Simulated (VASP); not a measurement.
Set up this calculation in VASP 6.6.1, as the native input.

```
Task                   : relaxation of cell and atoms
Functional             : PBE
Potentials or basis    : VASP PAW PBE potentials, release 64 (Al, O)
Cutoff                 : 600 eV
k mesh                 : 14 × 14 × 14
Occupations            : gaussian, width 0.1 eV
Spin                   : no spin polarisation
Dipole correction      : no
Further INCAR settings : ALGO = Normal; EDIFF = 1e-07; IBRION = 2; EDIFFG = -0.01; NSW = 100; ISIF = 3
```

The structure of Al2O lies in POSCAR:

```
Al2O
1.0
    0.0000000000      2.9662501035      3.1295572198
    2.5008082155      0.0000000000      3.1295572198
    2.5008082155      2.9662501035      0.0000000000
Al O
2 1
Direct
    0.5000000000      0.0000000000      0.5000000000
    0.0000000000      0.5000000000      0.0000000000
    0.0000000000      0.0000000000      0.0000000000
```

The input as run:

INCAR

```
SYSTEM = Al2O
PREC = Accurate ; ENCUT = 600
EDIFF = 1E-7 ; ISMEAR = 0
SIGMA = 0.1 ; LREAL = .False.
LASPH = .True. ; NELM = 100
ALGO = Normal ; ISIF = 3
LWAVE = .False. ; LCHARG = .False.
GGA = PE ; IBRION = 2
NSW = 100 ; EDIFFG = -0.01
```

KPOINTS

```
Automatic mesh
0
Gamma
  14 14 14
  0 0 0
```

Potentials or basis: VASP PAW PBE potentials, release 64 (Al, O).

The run is started by

```sh
$ cat potpaw_PBE.64/Al/POTCAR potpaw_PBE.64/O/POTCAR > POTCAR
$ mpirun -np 1 vasp_std > vasp.out
```

It gave:

```json
{
  "Relaxed volume": "15.43 Å³/atom",
  "Relaxed cell": "a = 4.305 Å, b = 4.003 Å, c = 3.875 Å, α = 66.22°, β = 58.32°, γ = 55.46°",
  "Space group after relaxing (to 0.05 Å)": "Fmmm (No. 69)",
  "Energy gained by relaxing": "0.0 meV/atom",
  "Ionic steps": "4",
  "Pressure after relaxing": "0.0 GPa",
  "Band gap on the k mesh": "zero (band 6 reaches 8.48 eV, above the bottom of band 7 at 5.09 eV)"
}
```

It took 9.5 min on 1 thread of AMD EPYC 7R13 Processor (Zen 3) (shared host), peak memory 0.35 GiB.
